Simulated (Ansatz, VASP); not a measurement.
NiO: VASP beside Ansatz

```
Ni O
1.0
    -3.97891   -0.10276    3.76105
     0.08600    1.97120    1.91515
    -2.10143    2.04855   -0.16335
Ni O
2 2
Direct
  0.71399 0.10057 0.73706
  0.23365 0.08628 0.75518
  0.99536 0.63630 0.18015
  0.49167 0.57239 0.24850
```

Alike in both runs: task single point; functional PBE; k mesh 3 × 3 × 3; occupations fermi-dirac, width 0.15 eV; collinear spin; Hubbard terms Ni d U = 6.0 eV.

|  | VASP | Ansatz |
| --- | --- | --- |
| version | VASP 6.6.1 | Ansatz 0.2.0 development build |
| potentials or method | VASP PAW PBE potentials, release 64 (Ni_sv_GW, O) | plane waves, PAW datasets (generated soft set 1) |
| plane-wave cutoff (eV) | 600 | 420 |
| valence electrons in the cell | 48 | 48 |

|  | VASP | Ansatz | Ansatz less VASP |
| --- | --- | --- | --- |
| gap on the k mesh at the Fermi level (eV) | 3.00 | 2.88 | -0.124 |
| rms of the force components (eV/Å) | 1.149 | 1.141 | -0.0072 |
| size of the moment on the site where the two differ most (μB) | 1.68 | 1.55 | -0.132 |

Site moments also hang on the region over which each program counts them. The programs project onto different local orbitals, so the same U acts differently, and such runs can settle in different states.

The k mesh is coarse, so the values compare programs but aren't converged.
